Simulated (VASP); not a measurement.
The system is CoO.

```
CELL_PARAMETERS angstrom
0.00000 2.13150 2.13150
2.13150 0.00000 2.13150
2.13150 2.13150 0.00000
ATOMIC_POSITIONS crystal
Co 0.00000 0.00000 0.00000
O 0.50000 0.50000 0.50000
```

Base run:

| Item | Value |
| --- | --- |
| Program | VASP 6.6.1 |
| Functional | PBE |
| Potentials or basis | VASP PAW PBE potentials, release 64 (Co_sv, O) |
| Cutoff | 700 eV |
| k mesh | 9 × 9 × 9 |
| Occupations | fermi-dirac, width 0.02 eV |
| Spin | collinear spin, ferromagnetic start |
| Starting moments | [0.56, 0.0] μB |
| Fixed moment | 0.56 μB |
| Hubbard terms | Co d U = 4.8 eV |

Its results: pressure -16.1 GPa; site moments Co +0.69; O -0.14 μB.

Problem. The run is repeated on the same cell with these changes: fixed moment from 0.56 μB to 1.13 μB; moments at the start from [0.56, 0.0] to [1.13, 0.0]. What comes out?

Solution. Pressure -11.2 GPa; site moments Co +1.28; O -0.18 μB.

Caveats: the cell stands under tension; the total moment is fixed, so each spin has its own Fermi level and the state may be an excited one; a cell with one magnetic atom can't hold antiferromagnetic order, which such compounds often take.
